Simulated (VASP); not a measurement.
# Zn35O36 (a cell with a defect) in VASP: single point with PBE

Aim: the single point of Zn35O36 (a cell with a defect) with PBE.

Program: VASP 6.6.1. These are calculated values, not measurements. Logs are shortened: lines on timing, memory, paths and dates and some standing lists are left out, and cuts for length are marked.

**1. The cell of the first run**

The cell holds a defect, 71 atoms: a = 9.838 Å, b = 9.838 Å, c = 10.588 Å, α = 90.00°, β = 90.00°, γ = 120.00°.

**2. Single point, PBE**

INCAR

```
SYSTEM = Zn35O36
  ALGO = Normal
  EDIFF = 1E-6
  ENCUT = 520
  GGA = PE
  ISIF = 2
  ISMEAR = 0
  LASPH = .True.
  LCHARG = .True.
  LELF = .True.
  LREAL = Auto
  LVHAR = .True.
  LWAVE = .False.
  NBANDS = 359
  NELECT = 638.0
  NELM = 80
  PREC = Accurate
  SIGMA = 0.02
```

KPOINTS

```
k-points
0
Gamma
  1 1 1
  0 0 0
```

POSCAR

```
Zn35O36
1.0
    9.8384282164      0.0000000000      0.0000000000
   -4.9192141082      8.5203287687      0.0000000000
    0.0000000000      0.0000000000     10.5875275224
Zn O
35 36
Direct
    0.1111110880      0.2222221761      0.7362433754
    0.1126625903      0.5510522102      0.2480428027
    0.1114494601      0.5561598770      0.7512745524
    0.1126626031      0.8949437524      0.2480428027
    0.1114494826      0.8886229869      0.7512745524
    0.4383896445      0.2206708275      0.2480428027
    0.4447104196      0.2218839262      0.7512745524
    0.4383896200      0.5510522102      0.2480428027
    0.4447104169      0.5561598770      0.7512745524
    0.4444444696      0.8888889391      0.2471615771
    0.4444444696      0.8888889391      0.7510378588
    0.7822811610      0.2206708275      0.2480428027
    0.7771734846      0.2218839262      0.7512745524
    0.7777777678      0.5555555576      0.2509864550
    0.7777777678      0.5555555576      0.7509187564
    0.7822811493      0.8949437524      0.2480428027
    0.7771735043      0.8886229869      0.7512745524
    0.2222656040      0.1110677799      0.4971376923
    0.2193725714      0.1139607433      1.0025021401
    0.2222656016      0.4445312033      0.4971376923
    0.2193725795      0.4387451590      1.0025021401
    0.2222075881      0.7777704570      0.4986567439
    0.2214224793      0.7773778665      1.0038533527
    0.5555628684      0.1111257588      0.4986567439
    0.5559554002      0.1119108224      1.0038533527
    0.5543114054      0.4438223105      0.4994125388
    0.5548345493      0.4440839201      1.0015564047
    0.5555628689      0.7777704570      0.4986567439
    0.5559553872      0.7773778665      1.0038533527
    0.8888021539      0.1110677799      0.4971376923
    0.8945881499      0.1139607433      1.0025021401
    0.8895109847      0.4438223105      0.4994125388
    0.8892494505      0.4440839201      1.0015564047
    0.8895109563      0.7790219345      0.4994125388
    0.8892494053      0.7784988326      1.0015564047
    0.2310741538      0.1022593169      0.1820036827
    0.2255282860      0.1078049950      0.6910186523
    0.2310740646      0.4621481291      0.1820036827
    0.2255283279      0.4510566557      0.6910186523
    0.2209061780      0.7771197779      0.1913047211
    0.2228175975      0.7780754922      0.6883561799
    0.5562135475      0.1124271171      0.1913047211
    0.5552578332      0.1105156885      0.6883561799
    0.5572745280      0.4453039434      0.1903687141
    0.5561618869      0.4447476269      0.6889668985
    0.5562135998      0.7771197779      0.1913047211
    0.5552578947      0.7780754922      0.6883561799
    0.8711852428      0.1022593169      0.1820036827
    0.8822766870      0.1078049950      0.6910186523
    0.8880293934      0.4453039434      0.1903687141
    0.8885857180      0.4447476269      0.6889668985
    0.8880293820      0.7760587859      0.1903687141
    0.8885856985      0.7771714191      0.6889668985
    0.1111110880      0.2222221761      0.4791512456
    0.1111110880      0.2222221761      0.9291051172
    0.1106517848      0.5563747748      0.4391823294
    0.1097310355      0.5562811165      0.9386844076
    0.1106518574      0.8876103499      0.4391823294
    0.1097310205      0.8867832692      0.9386844076
    0.4457229464      0.2226815480      0.4391823294
    0.4465500999      0.2236024045      0.9386844076
    0.4457229900      0.5563747748      0.4391823294
    0.4465500809      0.5562811165      0.9386844076
    0.4444444696      0.8888889391      0.4387333105
    0.4444444696      0.8888889391      0.9399128341
    0.7769585796      0.2226815480      0.4391823294
    0.7770522826      0.2236024045      0.9386844076
    0.7777777678      0.5555555576      0.4408020655
    0.7777777678      0.5555555576      0.9396257038
    0.7769584925      0.8876103499      0.4391823294
    0.7770522486      0.8867832692      0.9386844076
```

Potentials or basis: VASP PAW PBE potentials, release 64 (Zn, O).

The run is started by

```
$ cat potpaw_PBE.64/Zn/POTCAR potpaw_PBE.64/O/POTCAR > POTCAR
$ mpirun -np 1 vasp_gam > vasp.out
```

OUTCAR:

```text
SYSTEM = Zn35O36
   EDIFF = 1E-6
   ENCUT = 520
   GGA = PE
   ISIF = 2
   ISMEAR = 0
   LASPH = .True.
   LREAL = Auto
   NELECT = 638.0
   NELM = 80
   PREC = Accurate

 ion  position               nearest neighbor table
   1  0.111  0.222  0.736-  37 2.01  49 2.01  39 2.01  55 2.04
   2  0.113  0.551  0.248-  38 1.91  50 2.01  40 2.02  56 2.02
   3  0.111  0.556  0.751-  39 1.97  57 1.98  41 2.00  51 2.01
   4  0.113  0.895  0.248-  36 1.91  52 2.01  40 2.02  58 2.02
   5  0.111  0.889  0.751-  37 1.97  59 1.98  41 2.00  53 2.01
   6  0.438  0.221  0.248-  36 1.91  44 2.01  42 2.02  60 2.02
[... 48 lines left out ...]
  55  0.111  0.222  0.929-  19 2.00  31 2.00  21 2.00   1 2.04
  56  0.111  0.556  0.439-  22 1.99  32 1.99  20 2.00   2 2.02
  57  0.110  0.556  0.939-   3 1.98  33 1.99  23 2.01  21 2.05
  58  0.111  0.888  0.439-  22 1.99  34 1.99  18 2.00   4 2.02
  59  0.110  0.887  0.939-   5 1.98  35 1.99  23 2.01  19 2.05
  60  0.446  0.223  0.439-  24 1.99  26 1.99  18 2.00   6 2.02
[... 9 lines left out ...]
  70  0.777  0.888  0.439-  28 1.99  34 1.99  30 2.00  16 2.02
  71  0.777  0.887  0.939-  17 1.98  35 1.99  29 2.01  31 2.05

  LATTYP: Found a hexagonal cell.
 ALAT       =     9.8384282164
 C/A-ratio  =     1.0761401404

  Lattice vectors:

 A1 = (   9.8384282164,   0.0000000000,   0.0000000000)
 A2 = (  -4.9192141082,   8.5203287687,   0.0000000000)
 A3 = (   0.0000000000,   0.0000000000,  10.5875275224)

Analysis of symmetry for initial positions (statically):
=====================================================================
 Subroutine PRICEL returns:
 Original cell was already a primitive cell.

 Routine SETGRP: Setting up the symmetry group for a
 hexagonal supercell.

 Subroutine GETGRP returns: Found  6 space group operations
 (whereof  2 operations were pure point group operations)
 out of a pool of 24 trial point group operations.

The static configuration has the point symmetry C_1h.
 The point group associated with its full space group is C_3v.

Analysis of symmetry for dynamics (positions and initial velocities):
=====================================================================
 Subroutine PRICEL returns:
 Original cell was already a primitive cell.

 Routine SETGRP: Setting up the symmetry group for a
 hexagonal supercell.

 Subroutine GETGRP returns: Found  6 space group operations
 (whereof  2 operations were pure point group operations)
 out of a pool of 24 trial point group operations.

The dynamic configuration has the point symmetry C_1h.
 The point group associated with its full space group is C_3v.

 Subroutine INISYM returns: Found  6 space group operations
 (whereof  2 operations are pure point group operations),
 and found     1 'primitive' translations

----------------------------------------------------------------------------------------

                                     Primitive cell

  volume of cell :     887.5169

  direct lattice vectors                    reciprocal lattice vectors
     9.838428216  0.000000000  0.000000000     0.101642252  0.058683182  0.000000000
    -4.919214108  8.520328769  0.000000000     0.000000000  0.117366363  0.000000000
     0.000000000  0.000000000 10.587527522     0.000000000  0.000000000  0.094450758

  length of vectors
     9.838428216  9.838428216 10.587527522     0.117366363  0.117366363  0.094450758

  position of ions in fractional coordinates (direct lattice)
     0.111111088  0.222222176  0.736243375
     0.112662590  0.551052210  0.248042803
     0.111449460  0.556159877  0.751274552
     0.112662603  0.894943752  0.248042803
     0.111449483  0.888622987  0.751274552
     0.438389644  0.220670828  0.248042803
[... 63 lines left out ...]
     0.776958493  0.887610350  0.439182329
     0.777052249  0.886783269  0.938684408

  ion indices of the primitive-cell ions
   primitive index   ion index
                 1           1
                 2           2
                 3           3
                 4           4
                 5           5
                 6           6
[... 63 lines left out ...]
                70          70
                71          71

----------------------------------------------------------------------------------------

 KPOINTS: k-points

Automatic generation of k-mesh.
 Grid dimensions read from file:
 generate k-points for:    1    1    1

 Generating k-lattice:

  Cartesian coordinates                     Fractional coordinates (reciprocal lattice)
     0.101642252  0.058683182  0.000000000     1.000000000 -0.000000000  0.000000000
     0.000000000  0.117366363  0.000000000     0.000000000  1.000000000  0.000000000
     0.000000000  0.000000000  0.094450758     0.000000000  0.000000000  1.000000000

  Length of vectors
     0.117366363  0.117366363  0.094450758

  Shift w.r.t. Gamma in fractional coordinates (k-lattice)
     0.000000000  0.000000000  0.000000000

 Subroutine IBZKPT returns following result:
 ===========================================

 Found      1 irreducible k-points:

 Following reciprocal coordinates:
            Coordinates               Weight
  0.000000  0.000000  0.000000      1.000000
   k-points           NKPTS =      1   k-points in BZ     NKDIM =      1   number of bands    NBANDS=    359
   number of dos      NEDOS =    301   number of ions     NIONS =     71
   total plane-waves  NPLWV = 512000
   dimension x,y,z NGX =    80 NGY =   80 NGZ =   80
   dimension x,y,z NGXF=   160 NGYF=  160 NGZF=  160
   ions per type =              35  36
   NGX,Y,Z   is equivalent  to a cutoff of  13.52, 13.52, 12.56 a.u.
   NGXF,Y,Z  is equivalent  to a cutoff of  27.04, 27.04, 25.12 a.u.
 SYSTEM =  Zn35O36
   PREC   = accura    normal or accurate (medium, high low for compatibility)
   ISTART =      0    job   : 0-new  1-cont  2-samecut
   ICHARG =      2    charge: 1-file 2-atom 10-const
   ISPIN  =      1    spin polarized calculation?
   LNONCOLLINEAR =      F non collinear calculations
   LSORBIT =      F    spin-orbit coupling
   LASPH  =      T    aspherical Exc in radial PAW
   ENCUT  =  520.0 eV  38.22 Ry    6.18 a.u.  18.29 18.29 19.69*2*pi/ulx,y,z
   NELM   =     80;   NELMIN=  2; NELMDL= -5     # of ELM steps
   EDIFF  = 0.1E-05   stopping-criterion for ELM
   LREAL  =      T    real-space projection
   EDIFFG = 0.1E-04   stopping-criterion for IOM
   NSW    =      0    number of steps for IOM
   IBRION =     -1    ionic relax: 0-MD 1-quasi-New 2-CG
   NFREE  =      0    steps in history (QN), initial steepest desc. (CG)
   ISIF   =      2    stress and relaxation
   ISYM   =      2    0-nonsym 1-usesym 2-fastsym
   POTIM  = 0.5000    time-step for ionic-motion
   TEBEG  =    0.0;   TEEND  =   0.0 temperature during run
   PSTRESS=    0.0 pullay stress
   NELECT =     638.0000    total number of electrons
   NUPDOWN=      -1.0000    fix difference up-down
   EMIN   =  10.00;   EMAX   =-10.00  energy-range for DOS
   EFERMI =   0.00;   METHOD = LEGACY
   ISMEAR =     0;   SIGMA  =   0.02  broadening in eV -4-tet -1-fermi 0-gaus
   EFERMI_NEDOS =   21; number of points for ismear=-14 and -15
   IALGO  =     38    algorithm
   IMIX   =      4    mixing-type and parameters
     AMIX     =   0.40;   BMIX     =  1.00
     AMIX_MAG =   1.60;   BMIX_MAG =  1.00
  volume/ion in A,a.u.               =      12.50        84.36
  Fermi-wavevector in a.u.,A,eV,Ry     =   1.466525  2.771331 29.261996  2.150696
  Thomas-Fermi vector in A             =   2.582252
   LORBIT       =      0    0 simple, 1 ext, 2 COOP (PROOUT), +10 PAW based schemes
   GGA     = PE    functional components
   LHFCALC =     F    Hartree Fock is set to
   AEXX    =    0.0000 exact exchange contribution
   IVDW    =     0    specifies the selected vdW correction
   LEPSILON=     F    determine dielectric tensor
   LRPA    =     F    only Hartree local field effects (RPA)
 non-spin polarized calculation
 Gauss-broadening in eV      SIGMA  =   0.02
  energy-cutoff  :      520.00
  volume of cell :      887.52
 maximum number of plane-waves:     11978
 NGX is ok and might be reduce to    80
   NGX = 37   NGY = 37   NGZ = 39

 number of electron     637.9999962 magnetization

 Free energy of the ion-electron system (eV)
  ---------------------------------------------------
  ext. energy  EPLUGINS =         0.00000000
  ---------------------------------------------------
  free energy    TOTEN  =      -311.40502512 eV

  energy without entropy =     -311.40502512  energy(sigma->0) =     -311.40502512

 E-fermi :   1.2897     XC(G=0): -10.6226

 val. band max:        1.1289419489   @ k =   0.0000   0.0000   0.0000
 cond. band min:       1.6202757341   @ k =   0.0000   0.0000   0.0000
 fundamental gap:      0.4913337852
 Fermi energy:         1.2897387494

 k-point     1 :       0.0000    0.0000    0.0000
  band No.  band energies     occupation
      1     -17.0597      2.00000
      2     -16.7451      2.00000
      3     -16.7033      2.00000
      4     -16.6721      2.00000
      5     -16.6527      2.00000
      6     -16.6527      2.00000
[... 323 lines left out ...]
    330       5.9037      0.00000
    331       5.9037      0.00000
 [bands above 331 left out]

------------------------ aborting loop because EDIFF is reached ----------------------------------------

  FORCE on cell =-STRESS in cart. coord.  units (eV):
  Direction    XX          YY          ZZ          XY          YZ          ZX
  --------------------------------------------------------------------------------------
  -------------------------------------------------------------------------------------
  Total       23.9156288     23.9156288     17.6064116     -0.0000000      0.0000000      0.0000000
  in kB       43.1733511     43.1733511     31.7837258     -0.0000000      0.0000000      0.0000000
  external PRESSURE =      39.3768093 kB  Pullay stress =       0.0000000 kB

 VOLUME and BASIS-vectors are now :
 -----------------------------------------------------------------------------
  energy-cutoff  :      520.00
  volume of cell :      887.52
      direct lattice vectors                 reciprocal lattice vectors
     9.838428216  0.000000000  0.000000000     0.101642252  0.058683182  0.000000000
    -4.919214108  8.520328769  0.000000000     0.000000000  0.117366363  0.000000000
     0.000000000  0.000000000 10.587527522     0.000000000  0.000000000  0.094450758

 POSITION                                       TOTAL-FORCE (eV/Angst)
 -----------------------------------------------------------------------------------
     -0.00000      1.89341      7.79500        -0.000000      0.000000     -0.009390
     -1.60232      4.69515      2.62616        -0.024407      0.006363      0.016437
     -1.63938      4.73866      7.95414        -0.009914      0.004902     -0.003913
     -3.29400      7.62521      2.62616        -0.006693     -0.024319      0.016437
     -3.27484      7.57136      7.95414        -0.000711     -0.011037     -0.003913
      3.22754      1.88019      2.62616         0.017714      0.017956      0.016437
[... 63 lines left out ...]
      3.27770      7.56273      4.64985        -0.001190     -0.000897     -0.007974
      3.28270      7.55569      9.93835        -0.005021      0.010829      0.005188
 -----------------------------------------------------------------------------------
    total drift:                               -0.002073     -0.009247     -0.001019

  FREE ENERGIE OF THE ION-ELECTRON SYSTEM (eV)
  ---------------------------------------------------
  free  energy   TOTEN  =      -311.4050251211 eV

  energy  without entropy=     -311.4050251211  energy(sigma->0) =     -311.40502512
```

Run time: 32 min. Hardware: 1 thread of Intel Xeon 8259CL, shared host; peak memory 0.99 GiB.

What came out:

```
Free energy   : -311.4050 eV
Largest force : 0.062 eV/Å
```

Forces in eV/Å, atoms in the order of the input:
```
Zn   0.000  0.000 -0.009
Zn  -0.024  0.006  0.016
Zn  -0.010  0.005 -0.004
Zn  -0.007 -0.024  0.016
Zn  -0.001 -0.011 -0.004
Zn   0.018  0.018  0.016
Zn   0.009  0.006 -0.004
Zn   0.024  0.006  0.016
Zn   0.010  0.005 -0.004
Zn   0.000  0.000  0.003
Zn   0.000  0.000  0.004
Zn  -0.018  0.018  0.016
Zn  -0.009  0.006 -0.004
Zn   0.000  0.000  0.007
Zn   0.000  0.000 -0.002
Zn   0.007 -0.024  0.016
Zn   0.001 -0.011 -0.004
Zn   0.030 -0.017 -0.005
Zn  -0.002  0.001 -0.035
Zn   0.000  0.035 -0.005
Zn   0.000 -0.003 -0.035
Zn   0.003  0.002  0.003
Zn   0.001  0.000 -0.006
Zn   0.000 -0.004  0.003
Zn   0.000 -0.001 -0.006
Zn   0.002  0.001  0.005
Zn  -0.001  0.000 -0.003
Zn  -0.003  0.002  0.003
Zn  -0.001  0.000 -0.006
Zn  -0.030 -0.017 -0.005
Zn   0.002  0.001 -0.035
Zn  -0.002  0.001  0.005
Zn   0.001  0.000 -0.003
Zn   0.000 -0.002  0.005
Zn   0.000  0.001 -0.003
O   -0.050  0.029  0.023
O    0.000  0.000 -0.010
O    0.000 -0.058  0.023
O    0.000  0.000 -0.010
O   -0.011 -0.006  0.024
O   -0.002 -0.001 -0.004
O    0.000  0.013  0.024
O    0.000  0.003 -0.004
O    0.003  0.001  0.008
O   -0.002 -0.001 -0.002
O    0.011 -0.006  0.024
O    0.002 -0.001 -0.004
O    0.050  0.029  0.023
O    0.000  0.000 -0.010
O   -0.003  0.001  0.008
O    0.002 -0.001 -0.002
O    0.000 -0.003  0.008
O    0.000  0.002 -0.002
O    0.000  0.000 -0.039
O    0.000  0.000 -0.029
O    0.000  0.001 -0.008
O    0.012 -0.001  0.005
O    0.001 -0.001 -0.008
O    0.005  0.011  0.005
O    0.001 -0.001 -0.008
O   -0.007 -0.010  0.005
O    0.000  0.001 -0.008
O   -0.012 -0.001  0.005
O    0.000  0.000 -0.002
O    0.000  0.000  0.004
O   -0.001 -0.001 -0.008
O    0.007 -0.010  0.005
O    0.000  0.000 -0.001
O    0.000  0.000  0.009
O   -0.001 -0.001 -0.008
O   -0.005  0.011  0.005
```

Caveat: the k points lie up to 0.74 Å⁻¹ apart; the cell carries a net charge on a neutralising background, which shifts energy and pressure; the cell is charged against a uniform background, so pressure and absolute levels hang on convention.
